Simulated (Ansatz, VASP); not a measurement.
**Two plane-wave programs on YAl3N4**

File INCAR:

```
PREC = Accurate ; ENCUT = 600
EDIFF = 1E-6 ; ISMEAR = 0
SIGMA = 0.1 ; LREAL = False
LASPH = True ; NELM = 120
ALGO = Normal ; ISIF = 2
LWAVE = False ; LCHARG = False
GGA = PE ; NBANDS = 30
GGA_COMPAT = False
```

KPOINTS

```
regular mesh
0
Gamma
  6 6 6
```

File POSCAR:

```
YAl3N4
1.0
   -2.4083401000      2.4083401000      4.8166802000
    2.4083401000     -2.4083401000      4.8166802000
    2.4083401000      2.4083401000     -4.8166802000
Y Al N
1 3 4
Direct
    0.0000000000      0.0000000000      0.0000000000
    0.5000000000      0.5000000000      0.0000000000
    0.7500000000      0.2500000000      0.5000000000
    0.2500000000      0.7500000000      0.5000000000
    0.7500000000      0.7500000000      0.0000000000
    0.2500000000      0.2500000000      0.0000000000
    0.5000000000      0.0000000000      0.5000000000
    0.0000000000      0.5000000000      0.5000000000
```

Input for Ansatz:

```yaml
crystal:
  lattice:
    - [-2.4083401, 2.4083401, 4.8166802]
    - [2.4083401, -2.4083401, 4.8166802]
    - [2.4083401, 2.4083401, -4.8166802]
  atoms:
    - { symbol: "Y", position: [0.0, 0.0, 0.0] }
    - { symbol: Al, position: [0.5, 0.5, 0.0] }
    - { symbol: Al, position: [0.75, 0.25, 0.5] }
    - { symbol: Al, position: [0.25, 0.75, 0.5] }
    - { symbol: "N", position: [0.75, 0.75, 0.0] }
    - { symbol: "N", position: [0.25, 0.25, 0.0] }
    - { symbol: "N", position: [0.5, 0.0, 0.5] }
    - { symbol: "N", position: [0.0, 0.5, 0.5] }
basis:
  ecutwfc: 420
kpoints:
  mp_grid: { grid: [6, 6, 6] }
hamiltonian:
  xc: pbe
scf:
  occupations: { method: gaussian, width: 0.1 }
  lower_state_search: "off"
output:
  forces: true
  stress: true
  eigenvalues: true
```

Alike in both runs: task single point; functional PBE; k mesh 6 × 6 × 6; occupations gaussian, width 0.1 eV; no spin polarisation.

|  | VASP | Ansatz |
| --- | --- | --- |
| version | VASP 6.6.1 | Ansatz 0.2.0 |
| potentials or method | VASP PAW PBE potentials, release 64 (Y_sv, Al, N), cutoff 600 eV | scalar-relativistic, plane waves, PAW |
| valence electrons in the cell | 40 | 40 |

|  | VASP | Ansatz | Ansatz less VASP |
| --- | --- | --- | --- |
| gap on the k mesh at the Fermi level (eV) | none | none | - |
| rms of the force components (eV/Å) | 0.439 | 0.440 | +0.0009 |

Atom by atom the forces differ by 0.001 eV/Å (rms over components). A gap of «none» marks a metal or a gap that the smearing closes.
